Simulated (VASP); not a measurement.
Input of a VASP 6.6.1 run:

The input INCAR:

```
SYSTEM = BaTiO3
PREC     = Accurate       ! precision mode
ENCUT    = 520            ! plane-wave cutoff, eV
EDIFF    = 1E-6           ! SCF threshold, eV
ISMEAR   = -1             ! smearing method
SIGMA    = 0.0352         ! smearing width, eV
LREAL    = .False.        ! projectors in reciprocal space
LASPH    = .True.         ! aspherical terms in the spheres
NELM     = 100            ! most SCF steps
ALGO     = Normal         ! electronic algorithm
ISIF     = 2              ! what is computed and relaxed
LWAVE    = .False.        ! write WAVECAR
LCHARG   = .True.         ! write CHGCAR
GGA      = PE             ! functional
LELF     = .True.         ! ELF
LVHAR    = .True.       
NBANDS   = 51             ! bands
```

File KPOINTS:

```
Automatic mesh
0
Gamma
  6 6 6
  0 0 0
```

The input POSCAR:

```
BaTiO3
1.0
    4.0101278600      3.9986636700      0.0000000000
    0.0228884200      4.0100779300      3.9986536900
    4.0101278600      0.0114142500      3.9986536900
Ba Ti O
2 2 6
Direct
    0.0000000000      0.0000000000      0.0000000000
    0.5000000000      0.5000000000      0.5000000000
    0.2446500000      0.2446500000      0.2446500000
    0.7446500000      0.7446500000      0.7446500000
    0.0013000000      0.5100000000      0.5100000000
    0.5013000000      0.0100000000      0.0100000000
    0.0100000000      0.5013000000      0.0100000000
    0.5100000000      0.0013000000      0.5100000000
    0.0100000000      0.0100000000      0.5013000000
    0.5100000000      0.5100000000      0.0013000000
```

Potentials or basis: VASP PAW PBE potentials, release 64 (Ba_sv, Ti_sv, O).

Launch:

```bash
$ cat potpaw_PBE.64/Ba_sv/POTCAR potpaw_PBE.64/Ti_sv/POTCAR potpaw_PBE.64/O/POTCAR > POTCAR
$ mpirun -np 1 vasp_std > vasp.out
```

Estimate the band gap on the k mesh.

2.31 eV.

What does it give for the largest force?

0.160 eV/Å.

What does it give for the pressure?

7.3 GPa.

Forces in eV/Å, atoms in the order of the input:
```
Ba   0.036  0.036  0.036
Ba   0.036  0.036  0.036
Ti   0.028  0.028  0.028
Ti   0.028  0.028  0.028
O    0.042  0.042 -0.149
O    0.042  0.042 -0.149
O   -0.148  0.043  0.042
O   -0.148  0.043  0.042
O    0.042 -0.149  0.042
O    0.042 -0.149  0.042
```

Caveat: the cell stands under pressure; spin-orbit coupling is left out, which moves the levels of the heavy elements. Expect the measured gap to be larger: semilocal functionals such as PBE lack the derivative discontinuity.
